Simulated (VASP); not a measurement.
# Sn (I4_1/amd) in VASP: notebook

Sn is run at these levels: PBEsol; tasks: single point.

Everything below comes from runs of VASP 6.6.1. Logs are shortened: lines on timing, memory, paths and dates and some standing lists are left out, and cuts for length are marked.

## (1) The cell of the first run

It takes space group I4_1/amd (No. 141, tetragonal). Conventional cell: a = 5.529 Å, b = 5.529 Å, c = 3.015 Å, α = 90.00°, β = 90.00°, γ = 90.00°. Within 3.8 Å of Sn (site symmetry -4m2) lie 10 Sn at 2.87 to 3.57 Å.

## (2) Single point, PBEsol (strain -0.050 along x and y, -0.050 along z)

Contents of INCAR:

```
SYSTEM = Sn
ALGO = Fast ; EDIFF = 1E-6
ENCUT = 520 ; GGA = PS
ISIF = 2 ; ISMEAR = 0
LASPH = .TRUE. ; LCHARG = .FALSE.
LREAL = .FALSE. ; LWAVE = .FALSE.
NBANDS = 21 ; NELM = 80
PREC = Accurate ; SIGMA = 0.15
```

Contents of KPOINTS:

```
k-points
0
G
  22 22 22
  0 0 0
```

Contents of POSCAR:

```
Sn
1.0
   -2.7644050261      2.7644050261      1.5076363683
    2.7644050261     -2.7644050261      1.5076363683
    2.7644050261      2.7644050261     -1.5076363683
Sn
2
Direct
    0.7500000000      0.2500000000      0.5000000000
    0.0000000000      0.0000000000      0.0000000000
```

Potentials or basis: VASP PAW PBE potentials, release 64 (Sn_d).

Command:

```sh
cat potpaw_PBE.64/Sn_d/POTCAR > POTCAR
mpirun -np 1 vasp_std > vasp.out
```

OUTCAR:

```text
SYSTEM = Sn
   EDIFF = 1E-6
   ENCUT = 520
   GGA = PS
   ISIF = 2
   ISMEAR = 0
   LASPH = .TRUE.
   LREAL = .FALSE.
   NELM = 80
   PREC = Accurate

 ion  position               nearest neighbor table
   1  0.750  0.250  0.500-   2 2.87   2 2.87   2 2.87   2 2.87   2 3.57   2 3.57   2 3.57   2 3.57

   2  0.000  0.000  0.000-   1 2.87   1 2.87   1 2.87   1 2.87   1 3.57   1 3.57   1 3.57   1 3.57

  LATTYP: Found a body centered tetragonal cell.
 ALAT       =     5.5288100522
 C/A-ratio  =     0.5453746300

  Lattice vectors:

 A1 = (  -2.7644050261,   2.7644050261,   1.5076363683)
 A2 = (   2.7644050261,  -2.7644050261,   1.5076363683)
 A3 = (   2.7644050261,   2.7644050261,  -1.5076363683)

Analysis of symmetry for initial positions (statically):
=====================================================================
 Subroutine PRICEL returns:
 Original cell was already a primitive cell.

 Routine SETGRP: Setting up the symmetry group for a
 body centered tetragonal supercell.

 Subroutine GETGRP returns: Found 16 space group operations
 (whereof  8 operations were pure point group operations)
 out of a pool of 16 trial point group operations.

The static configuration has the point symmetry D_2d.
 The point group associated with its full space group is D_4h.

Analysis of symmetry for dynamics (positions and initial velocities):
=====================================================================
 Subroutine PRICEL returns:
 Original cell was already a primitive cell.

 Routine SETGRP: Setting up the symmetry group for a
 body centered tetragonal supercell.

 Subroutine GETGRP returns: Found 16 space group operations
 (whereof  8 operations were pure point group operations)
 out of a pool of 16 trial point group operations.

The dynamic configuration has the point symmetry D_2d.
 The point group associated with its full space group is D_4h.

 Subroutine INISYM returns: Found 16 space group operations
 (whereof  8 operations are pure point group operations),
 and found     1 'primitive' translations

----------------------------------------------------------------------------------------

                                     Primitive cell

  volume of cell :      46.0850

  direct lattice vectors                    reciprocal lattice vectors
    -2.764405026  2.764405026  1.507636368     0.000000000  0.180870746  0.331644958
     2.764405026 -2.764405026  1.507636368     0.180870746  0.000000000  0.331644958
[... 78 lines left out ...]
   ICHARG =      2    charge: 1-file 2-atom 10-const
   ISPIN  =      1    spin polarized calculation?
   LNONCOLLINEAR =      F non collinear calculations
   LSORBIT =      F    spin-orbit coupling
   LASPH  =      T    aspherical Exc in radial PAW
   ENCUT  =  520.0 eV  38.22 Ry    6.18 a.u.   7.79  7.79  7.79*2*pi/ulx,y,z
   NELM   =     80;   NELMIN=  2; NELMDL= -5     # of ELM steps
   EDIFF  = 0.1E-05   stopping-criterion for ELM
   LREAL  =      F    real-space projection
   EDIFFG = 0.1E-04   stopping-criterion for IOM
   NSW    =      0    number of steps for IOM
   IBRION =     -1    ionic relax: 0-MD 1-quasi-New 2-CG
   NFREE  =      0    steps in history (QN), initial steepest desc. (CG)
   ISIF   =      2    stress and relaxation
   ISYM   =      2    0-nonsym 1-usesym 2-fastsym
   POTIM  = 0.5000    time-step for ionic-motion
   TEBEG  =    0.0;   TEEND  =   0.0 temperature during run
   PSTRESS=    0.0 pullay stress
   NELECT =      28.0000    total number of electrons
   NUPDOWN=      -1.0000    fix difference up-down
   EMIN   =  10.00;   EMAX   =-10.00  energy-range for DOS
   EFERMI =   0.00;   METHOD = LEGACY
   ISMEAR =     0;   SIGMA  =   0.15  broadening in eV -4-tet -1-fermi 0-gaus
   EFERMI_NEDOS =   21; number of points for ismear=-14 and -15
   IALGO  =     68    algorithm
   IMIX   =      4    mixing-type and parameters
     AMIX     =   0.40;   BMIX     =  1.00
     AMIX_MAG =   1.60;   BMIX_MAG =  1.00
  volume/ion in A,a.u.               =      23.04       155.50
  Fermi-wavevector in a.u.,A,eV,Ry     =   1.386567  2.620232 26.158126  1.922568
  Thomas-Fermi vector in A             =   2.510871
   LORBIT       =      0    0 simple, 1 ext, 2 COOP (PROOUT), +10 PAW based schemes
   GGA     = PS    functional components
   LHFCALC =     F    Hartree Fock is set to
   AEXX    =    0.0000 exact exchange contribution
   IVDW    =     0    specifies the selected vdW correction
   LEPSILON=     F    determine dielectric tensor
   LRPA    =     F    only Hartree local field effects (RPA)
 non-spin polarized calculation
 RMM-DIIS sequential band-by-band and
 Gauss-broadening in eV      SIGMA  =   0.15
  energy-cutoff  :      520.00
  volume of cell :       46.09
 maximum number of plane-waves:      1266
   NGX = 15   NGY = 15   NGZ = 15

 number of electron      27.9999995 magnetization

 Free energy of the ion-electron system (eV)
  ---------------------------------------------------
  ext. energy  EPLUGINS =         0.00000000
  ---------------------------------------------------
  free energy    TOTEN  =        -8.26600830 eV

  energy without entropy =       -8.25770082  energy(sigma->0) =       -8.26185456

 E-fermi :  10.0251     XC(G=0): -11.2455

 val. band max:       10.0210890531   @ k =  -0.3182   0.3182   0.1818
 cond. band min:      10.0253916877   @ k =  -0.4545   0.5000   0.0455
 fundamental gap:      0.0043026346
 Fermi energy:        10.0250646555

 k-point     1 :       0.0000    0.0000    0.0000
  band No.  band energies     occupation
      1     -11.8675      2.00000
      2     -11.7186      2.00000
      3     -11.6837      2.00000
      4     -11.6441      2.00000
      5     -11.3917      2.00000
      6     -11.3917      2.00000
[... 565 lines left out ...]
     20      18.9013      0.00000
     21      21.5046      0.00000

 [... further k-points ...]
[... 5 lines left out ...]
  --------------------------------------------------------------------------------------
  -------------------------------------------------------------------------------------
  Total        3.7396085      3.7396085      3.3386122      0.0000000      0.0000000      0.0000000
  in kB      130.0100069    130.0100069    116.0690991      0.0000000      0.0000000      0.0000000
  external PRESSURE =     125.3630377 kB  Pullay stress =       0.0000000 kB

 VOLUME and BASIS-vectors are now :
 -----------------------------------------------------------------------------
  energy-cutoff  :      520.00
  volume of cell :       46.09
      direct lattice vectors                 reciprocal lattice vectors
    -2.764405026  2.764405026  1.507636368     0.000000000  0.180870746  0.331644958
     2.764405026 -2.764405026  1.507636368     0.180870746  0.000000000  0.331644958
     2.764405026  2.764405026 -1.507636368     0.180870746  0.180870746  0.000000000

 POSITION                                       TOTAL-FORCE (eV/Angst)
 -----------------------------------------------------------------------------------
      0.00000      2.76441      0.75382         0.000000     -0.000000     -0.000000
      0.00000      0.00000      0.00000        -0.000000      0.000000      0.000000
 -----------------------------------------------------------------------------------
    total drift:                                0.000000     -0.000000      0.000000

  FREE ENERGIE OF THE ION-ELECTRON SYSTEM (eV)
  ---------------------------------------------------
  free  energy   TOTEN  =        -8.2660083027 eV

  energy  without entropy=       -8.2577008207  energy(sigma->0) =       -8.26185456
```

Run time: 4.2 min. Hardware: 1 thread of Intel Xeon 6975P-C (Granite Rapids), shared host; peak memory 0.68 GiB.

Results:

* Free energy: -8.2660 eV
* Pressure: 12.5 GPa
* Band gap on the k mesh: zero (band 14 reaches 11.99 eV, above the bottom of band 15 at 6.53 eV)

Levels at points of the mesh, in eV from the Fermi level:
```tsv
k point	band 10	band 11	band 12	band 13	band 14	band 15	band 16	band 17	band 18	band 19
(0.00, 0.00, 0.00)	-21.10	-12.51	-3.14	-2.47	-2.47	2.68	7.04	7.04	8.00	8.09
(0.50, 0.00, 0.00)	-21.20	-7.34	-6.11	-2.16	-2.13	-1.50	2.04	3.22	5.51	7.70
(0.50, 0.50, 0.00)	-21.30	-9.90	-9.90	0.56	0.56	1.88	1.88	6.65	6.65	10.43
(0.50, 0.50, 0.50)	-21.39	-8.04	-8.04	-5.86	-5.86	5.55	5.55	11.06	11.06	13.22
```

Caveat: the cell differs from its parent crystal (strain -0.050 along x and y, -0.050 along z); the PAW data sets were made with another functional, which shifts forces and pressure a little; spin-orbit coupling is left out, which moves the levels of the heavy elements.

## (3) Single point, PBEsol (strain -0.050 along x and y, +0.000 along z)

Contents of INCAR:

```
SYSTEM = Sn
ALGO = Fast ; EDIFF = 1E-7
ENCUT = 520 ; GGA = PS
ISIF = 2 ; ISMEAR = 0
LASPH = .TRUE. ; LCHARG = .TRUE.
LELF = .TRUE. ; LREAL = .FALSE.
LVHAR = .TRUE. ; LWAVE = .FALSE.
NBANDS = 21 ; NELM = 100
PREC = Accurate ; SIGMA = 0.15
```

KPOINTS is that of step 2.

Contents of POSCAR:

```
Sn
1.0
   -2.7644050261      2.7644050261      1.5869856508
    2.7644050261     -2.7644050261      1.5869856508
    2.7644050261      2.7644050261     -1.5869856508
Sn
2
Direct
    0.7500000000      0.2500000000      0.5000000000
    0.0000000000      0.0000000000      0.0000000000
```

Potentials or basis: VASP PAW PBE potentials, release 64 (Sn_d).

Command:

```sh
cat potpaw_PBE.64/Sn_d/POTCAR > POTCAR
mpirun -np 1 vasp_std > vasp.out
```

It took 4.6 min on 1 thread of Intel Xeon 6975P-C (Granite Rapids), shared host; peak memory 0.71 GiB.

The run converged. Its results:

```yaml
Free_energy: -8.3804 eV
Pressure: 7.8 GPa
Band_gap_on_the_k_mesh: zero (band 14 reaches 11.54 eV, above the bottom of band 15 at 5.90 eV)
```

Stress tensor (GPa, compression positive):
```
9.59 0.00 0.00
0.00 9.59 0.00
0.00 0.00 4.10
```

Levels at points of the mesh, in eV from the Fermi level:
| k point | band 11 | band 12 | band 13 | band 14 | band 15 | band 16 | band 17 | band 18 |
| --- | --- | --- | --- | --- | --- | --- | --- | --- |
| (0.00, 0.00, 0.00) | -12.06 | -2.72 | -2.09 | -2.09 | 2.98 | 6.79 | 6.87 | 7.22 |
| (0.50, 0.00, 0.00) | -7.57 | -6.04 | -2.17 | -1.81 | -1.61 | 2.03 | 3.19 | 5.39 |
| (0.50, 0.50, 0.00) | -9.47 | -9.47 | 0.85 | 0.85 | 2.24 | 2.24 | 5.61 | 5.61 |
| (0.50, 0.50, 0.50) | -7.63 | -7.63 | -5.46 | -5.46 | 4.38 | 4.38 | 11.30 | 11.30 |

Caveat: the cell differs from its parent crystal (strain -0.050 along x and y, +0.000 along z); the PAW data sets were made with another functional, which shifts forces and pressure a little; spin-orbit coupling is left out, which moves the levels of the heavy elements.
